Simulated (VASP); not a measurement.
# FePt (Tetraferroplatinum) (P4/mmm) in VASP: single point with PBE

Aim: the single point of FePt (Tetraferroplatinum) with PBE.

All numbers are computed with VASP 6.6.1; they aren't measurements. Logs are shortened: lines on timing, memory, paths and dates and some standing lists are left out, and cuts for length are marked.

### 1 The cell of the first run

Symmetry: P4/mmm, No. 123, tetragonal system. The conventional cell has a = 2.724 Å, b = 2.724 Å, c = 3.720 Å, α = 90.00°, β = 90.00°, γ = 90.00°. Fe (site symmetry 4/mmm) has 8 Pt at 2.68 Å and 4 Fe at 2.72 Å within 3.5 Å. Within 3.5 Å of Pt (site symmetry 4/mmm) lie 8 Fe at 2.68 Å and 4 Pt at 2.72 Å.

### 2 Single point, PBE, collinear spin, ferromagnetic start

The input, INCAR:

```
SYSTEM = FePt
PREC = Accurate
ENCUT = 520
EDIFF = 1E-6
ISMEAR = 1
SIGMA = 0.1
LREAL = .FALSE.
LASPH = .TRUE.
NELM = 150
ALGO = Normal
ISIF = 2
LWAVE = .FALSE.
LCHARG = .FALSE.
ISPIN = 2
MAGMOM = 3.5 0
LORBIT = 11
LMAXMIX = 4
GGA = PE
NBANDS = 20
```

The input, KPOINTS:

```
regular mesh
0
G
  8 8 6
  0 0 0
```

The input, POSCAR:

```
FePt
1.0
    2.7235000000      0.0000000000      0.0000000000
    0.0000000000      2.7235000000      0.0000000000
    0.0000000000      0.0000000000      3.7200000000
Fe Pt
1 1
Direct
    0.0000000000      0.0000000000      0.0000000000
    0.5000000000      0.5000000000      0.5000000000
```

Potentials or basis: VASP PAW PBE potentials, release 64 (Fe, Pt).

Started as:

```console
cat potpaw_PBE.64/Fe/POTCAR potpaw_PBE.64/Pt/POTCAR > POTCAR
mpirun -np 1 vasp_std > vasp.out
```

OUTCAR:

```text
SYSTEM = FePt
   PREC = Accurate
   ENCUT = 520
   EDIFF = 1E-6
   ISMEAR = 1
   LREAL = .FALSE.
   LASPH = .TRUE.
   NELM = 150
   ISIF = 2
   ISPIN = 2
   LORBIT = 11
   GGA = PE

 ion  position               nearest neighbor table
   1  0.000  0.000  0.000-   2 2.68   2 2.68   2 2.68   2 2.68   2 2.68   2 2.68   2 2.68   2 2.68

   2  0.500  0.500  0.500-   1 2.68   1 2.68   1 2.68   1 2.68   1 2.68   1 2.68   1 2.68   1 2.68

  LATTYP: Found a simple tetragonal cell.
 ALAT       =     2.7235000000
 C/A-ratio  =     1.3658894804

  Lattice vectors:

 A1 = (   2.7235000000,   0.0000000000,   0.0000000000)
 A2 = (   0.0000000000,   2.7235000000,   0.0000000000)
 A3 = (   0.0000000000,   0.0000000000,   3.7200000000)

Analysis of symmetry for initial positions (statically):
=====================================================================
 Subroutine PRICEL returns:
 Original cell was already a primitive cell.

 Routine SETGRP: Setting up the symmetry group for a
 simple tetragonal supercell.

 Subroutine GETGRP returns: Found 16 space group operations
 (whereof 16 operations were pure point group operations)
 out of a pool of 16 trial point group operations.

The static configuration has the point symmetry D_4h.

Analysis of symmetry for dynamics (positions and initial velocities):
=====================================================================
 Subroutine PRICEL returns:
 Original cell was already a primitive cell.

 Routine SETGRP: Setting up the symmetry group for a
 simple tetragonal supercell.

 Subroutine GETGRP returns: Found 16 space group operations
 (whereof 16 operations were pure point group operations)
 out of a pool of 16 trial point group operations.

The dynamic configuration has the point symmetry D_4h.

Analysis of structural, dynamic, and magnetic symmetry:
=====================================================================
 Subroutine PRICEL returns:
 Original cell was already a primitive cell.

 Routine SETGRP: Setting up the symmetry group for a
 simple tetragonal supercell.

 Subroutine GETGRP returns: Found 16 space group operations
 (whereof 16 operations were pure point group operations)
 out of a pool of 16 trial point group operations.

The overall configuration has the point symmetry D_4h.

 Subroutine INISYM returns: Found 16 space group operations
 (whereof 16 operations are pure point group operations),
 and found     1 'primitive' translations

----------------------------------------------------------------------------------------

                                     Primitive cell

  volume of cell :      27.5929

  direct lattice vectors                    reciprocal lattice vectors
     2.723500000  0.000000000  0.000000000     0.367174592  0.000000000  0.000000000
     0.000000000  2.723500000  0.000000000     0.000000000  0.367174592  0.000000000
     0.000000000  0.000000000  3.720000000     0.000000000  0.000000000  0.268817204

  length of vectors
     2.723500000  2.723500000  3.720000000     0.367174592  0.367174592  0.268817204

  position of ions in fractional coordinates (direct lattice)
     0.000000000  0.000000000  0.000000000
     0.500000000  0.500000000  0.500000000

  ion indices of the primitive-cell ions
   primitive index   ion index
                 1           1
                 2           2

----------------------------------------------------------------------------------------

 KPOINTS: regular mesh

Automatic generation of k-mesh.
 Grid dimensions read from file:
 generate k-points for:    8    8    6

 Generating k-lattice:

  Cartesian coordinates                     Fractional coordinates (reciprocal lattice)
     0.045896824  0.000000000  0.000000000     0.125000000  0.000000000  0.000000000
     0.000000000  0.045896824  0.000000000     0.000000000  0.125000000  0.000000000
     0.000000000  0.000000000  0.044802867     0.000000000  0.000000000  0.166666667

  Length of vectors
     0.045896824  0.045896824  0.044802867

  Shift w.r.t. Gamma in fractional coordinates (k-lattice)
     0.000000000  0.000000000  0.000000000

 Subroutine IBZKPT returns following result:
 ===========================================

 Found     60 irreducible k-points:

 Following reciprocal coordinates:
            Coordinates               Weight
  0.000000  0.000000  0.000000      1.000000
  0.125000  0.000000  0.000000      4.000000
  0.250000  0.000000  0.000000      4.000000
  0.375000  0.000000  0.000000      4.000000
  0.500000  0.000000  0.000000      2.000000
  0.125000  0.125000  0.000000      4.000000
[... 16 lines left out ...]
  0.375000  0.125000  0.166667     16.000000
  0.500000  0.125000  0.166667      8.000000
 [... further k-points ...]
   k-points           NKPTS =     60   k-points in BZ     NKDIM =     60   number of bands    NBANDS=     20
   number of dos      NEDOS =    301   number of ions     NIONS =      2
   total plane-waves  NPLWV =  11200
   dimension x,y,z NGX =    20 NGY =   20 NGZ =   28
   dimension x,y,z NGXF=    40 NGYF=   40 NGZF=   56
   ions per type =               1   1
   NGX,Y,Z   is equivalent  to a cutoff of  12.21, 12.21, 12.51 a.u.
   NGXF,Y,Z  is equivalent  to a cutoff of  24.42, 24.42, 25.03 a.u.
 SYSTEM =  FePt
   PREC   = accura    normal or accurate (medium, high low for compatibility)
   ISTART =      0    job   : 0-new  1-cont  2-samecut
   ICHARG =      2    charge: 1-file 2-atom 10-const
   ISPIN  =      2    spin polarized calculation?
   LNONCOLLINEAR =      F non collinear calculations
   LSORBIT =      F    spin-orbit coupling
   LASPH  =      T    aspherical Exc in radial PAW
   ENCUT  =  520.0 eV  38.22 Ry    6.18 a.u.   5.06  5.06  6.92*2*pi/ulx,y,z
   NELM   =    150;   NELMIN=  2; NELMDL= -5     # of ELM steps
   EDIFF  = 0.1E-05   stopping-criterion for ELM
   LREAL  =      F    real-space projection
   EDIFFG = 0.1E-04   stopping-criterion for IOM
   NSW    =      0    number of steps for IOM
   IBRION =     -1    ionic relax: 0-MD 1-quasi-New 2-CG
   NFREE  =      0    steps in history (QN), initial steepest desc. (CG)
   ISIF   =      2    stress and relaxation
   ISYM   =      2    0-nonsym 1-usesym 2-fastsym
   POTIM  = 0.5000    time-step for ionic-motion
   TEBEG  =    0.0;   TEEND  =   0.0 temperature during run
   PSTRESS=    0.0 pullay stress
   NELECT =      18.0000    total number of electrons
   NUPDOWN=      -1.0000    fix difference up-down
   EMIN   =  10.00;   EMAX   =-10.00  energy-range for DOS
   EFERMI =   0.00;   METHOD = LEGACY
   ISMEAR =     1;   SIGMA  =   0.10  broadening in eV -4-tet -1-fermi 0-gaus
   EFERMI_NEDOS =   21; number of points for ismear=-14 and -15
   IALGO  =     38    algorithm
   IMIX   =      4    mixing-type and parameters
     AMIX     =   0.40;   BMIX     =  1.00
     AMIX_MAG =   1.60;   BMIX_MAG =  1.00
  volume/ion in A,a.u.               =      13.80        93.10
  Fermi-wavevector in a.u.,A,eV,Ry     =   1.419819  2.683070 27.427809  2.015887
  Thomas-Fermi vector in A             =   2.540800
   LORBIT       =     11    0 simple, 1 ext, 2 COOP (PROOUT), +10 PAW based schemes
   GGA     = PE    functional components
   LHFCALC =     F    Hartree Fock is set to
   AEXX    =    0.0000 exact exchange contribution
   IVDW    =     0    specifies the selected vdW correction
   LEPSILON=     F    determine dielectric tensor
   LRPA    =     F    only Hartree local field effects (RPA)
 spin polarized calculation
 Methfessel and Paxton  Order N= 1 SIGMA  =   0.10
  energy-cutoff  :      520.00
  volume of cell :       27.59
 maximum number of plane-waves:       760
   NGX = 11   NGY = 11   NGZ = 13

 number of electron      17.9999997 magnetization       3.3215391

 Free energy of the ion-electron system (eV)
  ---------------------------------------------------
  ext. energy  EPLUGINS =         0.00000000
  ---------------------------------------------------
  free energy    TOTEN  =       -14.81681683 eV

  energy without entropy =      -14.81761350  energy(sigma->0) =      -14.81708238

 E-fermi :   8.5881     XC(G=0): -13.0584

 val. band max:        8.5718809213   @ k =   0.5000   0.5000   0.3333
 cond. band min:       8.5910141433   @ k =   0.5000   0.3750   0.5000
 fundamental gap:      0.0191332220
 Fermi energy:         8.5881115567

 spin component 1

 k-point     1 :       0.0000    0.0000    0.0000
  band No.  band energies     occupation
      1      -0.8915      1.00000
      2       2.3468      1.00000
      3       2.5262      1.00000
      4       5.2346      1.00000
      5       5.2346      1.00000
      6       5.7613      1.00000
[... 12 lines left out ...]
     19      30.2319      0.00000
     20      30.2319      0.00000
[... 507 lines left out ...]
 k-point    24 :       0.5000    0.1250    0.1667
  band No.  band energies     occupation
      1       2.9090      1.00000
      2       3.0861      1.00000
      3       4.3299      1.00000
      4       4.4208      1.00000
      5       5.0369      1.00000
      6       5.4806      1.00000
[... 12 lines left out ...]
     19      28.6709      0.00000
     20      30.5609      0.00000

 [... further k-points ...]

 spin component 2

 k-point     1 :       0.0000    0.0000    0.0000
  band No.  band energies     occupation
      1      -0.7476      1.00000
      2       2.9319      1.00000
      3       2.9341      1.00000
      4       6.3501      1.00000
      5       6.3502      1.00000
      6       7.8935      1.00000
[... 12 lines left out ...]
     19      30.3381      0.00000
     20      30.3381      0.00000
[... 507 lines left out ...]
 k-point    24 :       0.5000    0.1250    0.1667
  band No.  band energies     occupation
      1       3.2343      1.00000
      2       3.5000      1.00000
      3       4.7447      1.00000
      4       4.8884      1.00000
      5       6.0665      1.00000
      6       6.9493      1.00000
[... 12 lines left out ...]
     19      29.1845      0.00000
     20      30.5846      0.00000

 [... further k-points ...]

------------------------ aborting loop because EDIFF is reached ----------------------------------------

  FORCE on cell =-STRESS in cart. coord.  units (eV):
  Direction    XX          YY          ZZ          XY          YZ          ZX
  --------------------------------------------------------------------------------------
  -------------------------------------------------------------------------------------
  Total        0.4538274      0.4538274      0.6167540      0.0000000      0.0000000     -0.0000000
  in kB       26.3513933     26.3513933     35.8116959      0.0000000      0.0000000     -0.0000000
  external PRESSURE =      29.5048275 kB  Pullay stress =       0.0000000 kB

 VOLUME and BASIS-vectors are now :
 -----------------------------------------------------------------------------
  energy-cutoff  :      520.00
  volume of cell :       27.59
      direct lattice vectors                 reciprocal lattice vectors
     2.723500000  0.000000000  0.000000000     0.367174592  0.000000000  0.000000000
     0.000000000  2.723500000  0.000000000     0.000000000  0.367174592  0.000000000
     0.000000000  0.000000000  3.720000000     0.000000000  0.000000000  0.268817204

 POSITION                                       TOTAL-FORCE (eV/Angst)
 -----------------------------------------------------------------------------------
      0.00000      0.00000      0.00000         0.000000      0.000000      0.000000
      1.36175      1.36175      1.86000         0.000000      0.000000      0.000000
 -----------------------------------------------------------------------------------
    total drift:                               -0.000000      0.000000      0.000000

  FREE ENERGIE OF THE ION-ELECTRON SYSTEM (eV)
  ---------------------------------------------------
  free  energy   TOTEN  =       -14.8168168272 eV

  energy  without entropy=      -14.8176135002  energy(sigma->0) =      -14.81708238

 total charge

# of ion       s       p       d       tot
------------------------------------------
    1        0.409   0.454   6.121   6.984
    2        0.716   0.664   8.057   9.437
--------------------------------------------------
tot          1.125   1.118  14.178  16.421

 magnetization (x)

# of ion       s       p       d       tot
------------------------------------------
    1        0.004  -0.003   2.941   2.942
    2       -0.024  -0.064   0.441   0.353
--------------------------------------------------
tot         -0.020  -0.067   3.381   3.295
```

It took 33 s on 1 thread of Intel Xeon Platinum 8488C (Sapphire Rapids), shared host; peak memory 0.18 GiB.

What came out:

```
Free energy                                           : -14.8168 eV
Pressure                                              : 3.0 GPa
Net moment                                            : 3.32 μB per cell
Site moments                                          : Fe +2.94; Pt +0.35 μB
Valence electrons inside the program's atomic spheres : Fe 6.98; Pt 9.44
```

Levels at points of the mesh, in eV from the Fermi level:
Spin up:
| k point | band 8 | band 9 | band 10 | band 11 | band 12 | band 13 | band 14 | band 15 |
| --- | --- | --- | --- | --- | --- | --- | --- | --- |
| (0.00, 0.00, 0.00) | -1.82 | -0.41 | -0.30 | -0.30 | 2.39 | 9.87 | 11.77 | 11.77 |
| (0.50, 0.00, 0.00) | -2.45 | -2.08 | -1.52 | 0.24 | 2.14 | 10.57 | 10.65 | 12.65 |
| (0.50, 0.50, 0.00) | -0.39 | -0.39 | 0.66 | 1.72 | 1.72 | 7.70 | 10.14 | 11.00 |
| (0.00, 0.00, 0.50) | -2.25 | -2.05 | -2.05 | -1.78 | -0.72 | 15.75 | 15.78 | 16.30 |
| (0.50, 0.00, 0.50) | -0.76 | -0.47 | -0.42 | -0.37 | -0.32 | 4.81 | 6.91 | 16.30 |
| (0.50, 0.50, 0.50) | -1.65 | -0.98 | 0.67 | 6.96 | 6.96 | 7.80 | 8.45 | 8.57 |
Spin down:
```tsv
k point	band 3	band 4	band 5	band 6	band 7	band 8	band 9	band 10	band 11	band 12
(0.00, 0.00, 0.00)	-5.65	-2.24	-2.24	-0.69	-0.64	0.68	1.79	1.80	1.80	2.59
(0.50, 0.00, 0.00)	-4.15	-3.36	-2.33	-1.24	-1.05	-0.79	0.64	0.83	2.49	2.66
(0.50, 0.50, 0.00)	-4.84	-4.65	1.07	1.36	1.74	1.82	1.86	1.86	1.88	1.88
(0.00, 0.00, 0.50)	-5.16	-2.40	-1.78	-1.78	-1.31	-0.45	0.27	0.57	0.57	1.55
(0.50, 0.00, 0.50)	-2.79	-2.67	-2.12	-0.36	-0.33	-0.27	1.03	1.62	1.67	1.76
(0.50, 0.50, 0.50)	-4.53	-1.83	-1.36	-1.24	-1.24	0.87	1.07	1.82	7.70	7.70
```

Caveat: spin-orbit coupling is left out, which moves the levels of the heavy elements.
